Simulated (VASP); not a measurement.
# ZnSe (I-4m2) in VASP: a series of runs

Runs on ZnSe. Level: LDA. Tasks: single point.

Everything below comes from runs of VASP 6.6.1. Logs are shortened: lines on timing, memory, paths and dates and some standing lists are left out, and cuts for length are marked.

## 1. The cell of the first run

It takes space group I-4m2 (No. 119, tetragonal). Conventional cell: a = 3.917 Å, b = 3.917 Å, c = 5.601 Å, α = 90.00°, β = 90.00°, γ = 90.00°. Zn (site symmetry -4m2) has 4 Se at 2.41 Å within 3.2 Å. Se (site symmetry -4m2) has 4 Zn at 2.41 Å within 3.2 Å.

## 2. Single point, LDA (in-plane strain -0.005, then relaxed in part)

File INCAR:

```
SYSTEM = ZnSe
PREC     = Accurate       ! precision mode
ENCUT    = 520            ! plane-wave cutoff, eV
EDIFF    = 1E-6           ! SCF threshold, eV
ISMEAR   = 0              ! smearing method
SIGMA    = 0.01           ! smearing width, eV
LREAL    = .FALSE.        ! projectors in reciprocal space
LASPH    = .TRUE.         ! aspherical terms in the spheres
NELM     = 80             ! most SCF steps
ALGO     = Normal         ! electronic algorithm
ISIF     = 2              ! what is computed and relaxed
LWAVE    = .FALSE.        ! write WAVECAR
LCHARG   = .TRUE.         ! write CHGCAR
LELF     = .TRUE.         ! ELF
LVHAR    = .TRUE.       
NBANDS   = 16             ! bands
```

File KPOINTS:

```
regular mesh
0
G
  8 8 8
  0 0 0
```

File POSCAR:

```
ZnSe
1.0
    2.7698406247      2.7698406247      0.0000000000
   -2.7698406247      2.7698406247      0.0000000000
    0.0000000000      2.7698406247      2.8003737663
Zn Se
1 1
Direct
    0.0000000000      0.0000000000      0.0000000000
    0.7500000000      0.2500000000      0.5000000000
```

Potentials or basis: VASP PAW LDA potentials, release 64 (Zn, Se).

Launch:

```console
$ cat potpaw_LDA.64/Zn/POTCAR potpaw_LDA.64/Se/POTCAR > POTCAR
$ mpirun -np 1 vasp_std > vasp.out
```

OUTCAR:

```text
SYSTEM = ZnSe
   PREC = Accurate
   ENCUT = 520
   EDIFF = 1E-6
   ISMEAR = 0
   LREAL = .FALSE.
   LASPH = .TRUE.
   NELM = 80
   ISIF = 2

 ion  position               nearest neighbor table
   1  0.000  0.000  0.000-   2 2.41   2 2.41   2 2.41   2 2.41
   2  0.750  0.250  0.500-   1 2.41   1 2.41   1 2.41   1 2.41

  LATTYP: Found a body centered tetragonal cell.
 ALAT       =     3.9171461771
 C/A-ratio  =     1.4298030452

  Lattice vectors:

 A1 = (   2.7698406247,   0.0000000000,  -2.8003737663)
 A2 = (  -2.7698406247,   0.0000000000,  -2.8003737663)
 A3 = (   0.0000000000,   2.7698406247,   2.8003737663)

Analysis of symmetry for initial positions (statically):
=====================================================================
 Subroutine PRICEL returns:
 Original cell was already a primitive cell.

 Routine SETGRP: Setting up the symmetry group for a
 body centered tetragonal supercell.

 Subroutine GETGRP returns: Found  8 space group operations
 (whereof  8 operations were pure point group operations)
 out of a pool of 16 trial point group operations.

The static configuration has the point symmetry D_2d.

Analysis of symmetry for dynamics (positions and initial velocities):
=====================================================================
 Subroutine PRICEL returns:
 Original cell was already a primitive cell.

 Routine SETGRP: Setting up the symmetry group for a
 body centered tetragonal supercell.

 Subroutine GETGRP returns: Found  8 space group operations
 (whereof  8 operations were pure point group operations)
 out of a pool of 16 trial point group operations.

The dynamic configuration has the point symmetry D_2d.

 Subroutine INISYM returns: Found  8 space group operations
 (whereof  8 operations are pure point group operations),
 and found     1 'primitive' translations

----------------------------------------------------------------------------------------

                                     Primitive cell

  volume of cell :      42.9690

  direct lattice vectors                    reciprocal lattice vectors
     2.769840625  2.769840625  0.000000000     0.180515801  0.180515801 -0.178547595
    -2.769840625  2.769840625  0.000000000    -0.180515801  0.180515801 -0.178547595
     0.000000000  2.769840625  2.800373766     0.000000000  0.000000000  0.357095189

  length of vectors
     3.917146177  3.917146177  3.938795541     0.311530340  0.311530340  0.357095189

  position of ions in fractional coordinates (direct lattice)
     0.000000000  0.000000000  0.000000000
     0.750000000  0.250000000  0.500000000

  ion indices of the primitive-cell ions
   primitive index   ion index
                 1           1
                 2           2

----------------------------------------------------------------------------------------

 KPOINTS: regular mesh

Automatic generation of k-mesh.
 Grid dimensions read from file:
 generate k-points for:    8    8    8

 Generating k-lattice:

  Cartesian coordinates                     Fractional coordinates (reciprocal lattice)
     0.022564475  0.022564475 -0.022318449     0.125000000  0.000000000  0.000000000
    -0.022564475  0.022564475 -0.022318449     0.000000000  0.125000000  0.000000000
     0.000000000  0.000000000  0.044636899     0.000000000  0.000000000  0.125000000

  Length of vectors
     0.038941292  0.038941292  0.044636899

  Shift w.r.t. Gamma in fractional coordinates (k-lattice)
     0.000000000  0.000000000  0.000000000

 Subroutine IBZKPT returns following result:
 ===========================================

 Found     59 irreducible k-points:

 Following reciprocal coordinates:
            Coordinates               Weight
  0.000000  0.000000  0.000000      1.000000
  0.125000  0.000000  0.000000      8.000000
  0.250000  0.000000  0.000000      8.000000
  0.375000  0.000000  0.000000      8.000000
  0.500000  0.000000  0.000000      4.000000
  0.125000  0.125000  0.000000      8.000000
[... 16 lines left out ...]
  0.250000  0.000000  0.125000      4.000000
  0.375000  0.000000  0.125000      8.000000
 [... further k-points ...]
   k-points           NKPTS =     59   k-points in BZ     NKDIM =     59   number of bands    NBANDS=     16
   number of dos      NEDOS =    301   number of ions     NIONS =      2
   total plane-waves  NPLWV =  27000
   dimension x,y,z NGX =    30 NGY =   30 NGZ =   30
   dimension x,y,z NGXF=    60 NGYF=   60 NGZF=   60
   ions per type =               1   1
   NGX,Y,Z   is equivalent  to a cutoff of  12.73, 12.73, 12.66 a.u.
   NGXF,Y,Z  is equivalent  to a cutoff of  25.46, 25.46, 25.32 a.u.
 SYSTEM =  ZnSe
   PREC   = accura    normal or accurate (medium, high low for compatibility)
   ISTART =      0    job   : 0-new  1-cont  2-samecut
   ICHARG =      2    charge: 1-file 2-atom 10-const
   ISPIN  =      1    spin polarized calculation?
   LNONCOLLINEAR =      F non collinear calculations
   LSORBIT =      F    spin-orbit coupling
   LASPH  =      T    aspherical Exc in radial PAW
   ENCUT  =  520.0 eV  38.22 Ry    6.18 a.u.   7.28  7.28  7.32*2*pi/ulx,y,z
   NELM   =     80;   NELMIN=  2; NELMDL= -5     # of ELM steps
   EDIFF  = 0.1E-05   stopping-criterion for ELM
   LREAL  =      F    real-space projection
   EDIFFG = 0.1E-04   stopping-criterion for IOM
   NSW    =      0    number of steps for IOM
   IBRION =     -1    ionic relax: 0-MD 1-quasi-New 2-CG
   NFREE  =      0    steps in history (QN), initial steepest desc. (CG)
   ISIF   =      2    stress and relaxation
   ISYM   =      2    0-nonsym 1-usesym 2-fastsym
   POTIM  = 0.5000    time-step for ionic-motion
   TEBEG  =    0.0;   TEEND  =   0.0 temperature during run
   PSTRESS=    0.0 pullay stress
   NELECT =      18.0000    total number of electrons
   NUPDOWN=      -1.0000    fix difference up-down
   EMIN   =  10.00;   EMAX   =-10.00  energy-range for DOS
   EFERMI =   0.00;   METHOD = LEGACY
   ISMEAR =     0;   SIGMA  =   0.01  broadening in eV -4-tet -1-fermi 0-gaus
   EFERMI_NEDOS =   21; number of points for ismear=-14 and -15
   IALGO  =     38    algorithm
   IMIX   =      4    mixing-type and parameters
     AMIX     =   0.40;   BMIX     =  1.00
     AMIX_MAG =   1.60;   BMIX_MAG =  1.00
  volume/ion in A,a.u.               =      21.48       144.98
  Fermi-wavevector in a.u.,A,eV,Ry     =   1.224937  2.314796 20.415148  1.500471
  Thomas-Fermi vector in A             =   2.359993
   LORBIT       =      0    0 simple, 1 ext, 2 COOP (PROOUT), +10 PAW based schemes
   GGA     = CA    functional components
   LHFCALC =     F    Hartree Fock is set to
   AEXX    =    0.0000 exact exchange contribution
   IVDW    =     0    specifies the selected vdW correction
   LEPSILON=     F    determine dielectric tensor
   LRPA    =     F    only Hartree local field effects (RPA)
 non-spin polarized calculation
 Gauss-broadening in eV      SIGMA  =   0.01
  energy-cutoff  :      520.00
  volume of cell :       42.97
 maximum number of plane-waves:      1179
 NGX is ok and might be reduce to    30
   NGX = 15   NGY = 15   NGZ = 15

 number of electron      17.9999987 magnetization

 Free energy of the ion-electron system (eV)
  ---------------------------------------------------
  ext. energy  EPLUGINS =         0.00000000
  ---------------------------------------------------
  free energy    TOTEN  =        -7.37072969 eV

  energy without entropy =       -7.37072969  energy(sigma->0) =       -7.37072969

 E-fermi :   2.1554     XC(G=0):  -9.9565

 val. band max:        2.0446535291   @ k =   0.0000   0.0000   0.0000
 cond. band min:       3.3367765378   @ k =   0.0000   0.0000   0.0000
 fundamental gap:      1.2921230087
 Fermi energy:         2.1553694963

 k-point     1 :       0.0000    0.0000    0.0000
  band No.  band energies     occupation
      1     -11.6448      2.00000
      2      -4.8760      2.00000
      3      -4.8709      2.00000
      4      -4.8709      2.00000
      5      -4.4617      2.00000
      6      -4.4587      2.00000
[... 8 lines left out ...]
     15      13.5213      0.00000
     16      13.7337      0.00000

 k-point     2 :       0.1250    0.0000    0.0000
  band No.  band energies     occupation
      1     -11.5320      2.00000
      2      -4.8695      2.00000
      3      -4.8563      2.00000
      4      -4.8530      2.00000
      5      -4.4632      2.00000
      6      -4.4607      2.00000
[... 8 lines left out ...]
     15      12.8039      0.00000
     16      12.8106      0.00000

 k-point     3 :       0.2500    0.0000    0.0000
  band No.  band energies     occupation
      1     -11.2370      2.00000
      2      -4.8218      2.00000
      3      -4.8160      2.00000
      4      -4.8136      2.00000
      5      -4.4608      2.00000
      6      -4.4602      2.00000
[... 8 lines left out ...]
     15      12.5119      0.00000
     16      12.6370      0.00000

 k-point     4 :       0.3750    0.0000    0.0000
  band No.  band energies     occupation
      1     -10.9017      2.00000
      2      -4.7888      2.00000
      3      -4.7822      2.00000
      4      -4.6140      2.00000
      5      -4.4492      2.00000
      6      -4.4472      2.00000
[... 8 lines left out ...]
     15      13.6552      0.00000
     16      13.6998      0.00000
[... 324 lines left out ...]
 k-point    22 :       0.0000    0.0000    0.1250
  band No.  band energies     occupation
      1     -11.4962      2.00000
      2      -4.8893      2.00000
      3      -4.8375      2.00000
      4      -4.8375      2.00000
      5      -4.4756      2.00000
      6      -4.4509      2.00000
[... 8 lines left out ...]
     15      13.2589      0.00000
     16      13.9565      0.00000

 k-point    23 :       0.2500    0.0000    0.1250
  band No.  band energies     occupation
      1     -11.3560      2.00000
      2      -4.8604      2.00000
      3      -4.8311      2.00000
      4      -4.8198      2.00000
      5      -4.4728      2.00000
      6      -4.4519      2.00000
[... 8 lines left out ...]
     15      12.7268      0.00000
     16      13.9865      0.00000

 k-point    24 :       0.3750    0.0000    0.1250
  band No.  band energies     occupation
      1     -11.0420      2.00000
      2      -4.7972      2.00000
      3      -4.7891      2.00000
      4      -4.7564      2.00000
      5      -4.4744      2.00000
      6      -4.4352      2.00000
[... 8 lines left out ...]
     15      13.3633      0.00000
     16      14.5190      0.00000

 [... further k-points ...]
[... 5 lines left out ...]
  --------------------------------------------------------------------------------------
  -------------------------------------------------------------------------------------
  Total        0.2166342      0.2166342      0.1021113      0.0000000      0.0000000     -0.0000000
  in kB        8.0775958      8.0775958      3.8074046      0.0000000      0.0000000     -0.0000000
  external PRESSURE =       6.6541987 kB  Pullay stress =       0.0000000 kB

 VOLUME and BASIS-vectors are now :
 -----------------------------------------------------------------------------
  energy-cutoff  :      520.00
  volume of cell :       42.97
      direct lattice vectors                 reciprocal lattice vectors
     2.769840625  2.769840625  0.000000000     0.180515801  0.180515801 -0.178547595
    -2.769840625  2.769840625  0.000000000    -0.180515801  0.180515801 -0.178547595
     0.000000000  2.769840625  2.800373766     0.000000000  0.000000000  0.357095189

 POSITION                                       TOTAL-FORCE (eV/Angst)
 -----------------------------------------------------------------------------------
      0.00000      0.00000      0.00000         0.000000     -0.000000      0.000000
      1.38492      4.15476      1.40019        -0.000000      0.000000      0.000000
 -----------------------------------------------------------------------------------
    total drift:                               -0.000000     -0.000000     -0.000000

  FREE ENERGIE OF THE ION-ELECTRON SYSTEM (eV)
  ---------------------------------------------------
  free  energy   TOTEN  =        -7.3707296879 eV

  energy  without entropy=       -7.3707296879  energy(sigma->0) =       -7.37072969
```

Wall time 31 s (1 thread of Intel Xeon Platinum 8375C at 2.90GHz (Ice Lake), shared host); peak memory 0.17 GiB.

What came out:

- Free energy: -7.3707 eV
- Pressure: 0.7 GPa
- Band gap on the k mesh: 1.29 eV, direct

Caveat: the cell differs from its parent crystal (in-plane strain -0.005, then relaxed in part).

## 3. Single point, LDA (in-plane strain -0.005)

File INCAR:

```
SYSTEM = ZnSe
ALGO = Normal
EDIFF = 1E-7
ENCUT = 520
ISIF = 2
ISMEAR = 0
LASPH = .True.
LCHARG = .True.
LELF = .True.
LREAL = .False.
LVHAR = .True.
LWAVE = .False.
NBANDS = 16
NELM = 60
PREC = Accurate
SIGMA = 0.01
```

File KPOINTS:

```
k-points
0
Gamma
  8 8 8
  0 0 0
```

Edit POSCAR of step 2 so:

```diff
@@ -4,3 +4,3 @@
    -2.7698406247      2.7698406247      0.0000000000
-    0.0000000000      2.7698406247      2.8003737663
+    0.0000000000      2.7698406247      2.7921107001
 Zn Se
```

Potentials or basis: VASP PAW LDA potentials, release 64 (Zn, Se).

Launch:

```console
$ cat potpaw_LDA.64/Zn/POTCAR potpaw_LDA.64/Se/POTCAR > POTCAR
$ mpirun -np 1 vasp_std > vasp.out
```

Wall time 33 s (1 thread of Intel Xeon Platinum 8375C at 2.90GHz (Ice Lake), shared host); peak memory 0.17 GiB.

It converged, with:

| Item | Value |
| --- | --- |
| Free energy | -7.3703 eV |
| Pressure | 0.9 GPa |
| Band gap on the k mesh | 1.31 eV, direct |

Stress tensor (GPa, compression positive):
```
1.00 0.00 0.00
0.00 1.00 0.00
0.00 0.00 0.69
```

Levels at points of the mesh, in eV from the valence-band top:
| k point | band 6 | band 7 | band 8 | band 9 | band 10 | band 11 | band 12 | band 13 |
| --- | --- | --- | --- | --- | --- | --- | --- | --- |
| (0.00, 0.00, 0.00) | -6.51 | -0.03 | 0.00 | 0.00 | 1.31 | 5.67 | 5.67 | 5.67 |
| (0.50, 0.00, 0.00) | -6.33 | -5.70 | -1.00 | -0.95 | 2.47 | 6.23 | 6.29 | 8.49 |
| (0.50, 0.50, 0.00) | -6.30 | -5.09 | -2.46 | -2.45 | 2.64 | 3.28 | 11.00 | 11.45 |
| (0.00, 0.00, 0.50) | -6.31 | -5.14 | -2.41 | -2.41 | 2.69 | 3.35 | 10.92 | 11.50 |

Caveat: the cell differs from its parent crystal (in-plane strain -0.005).
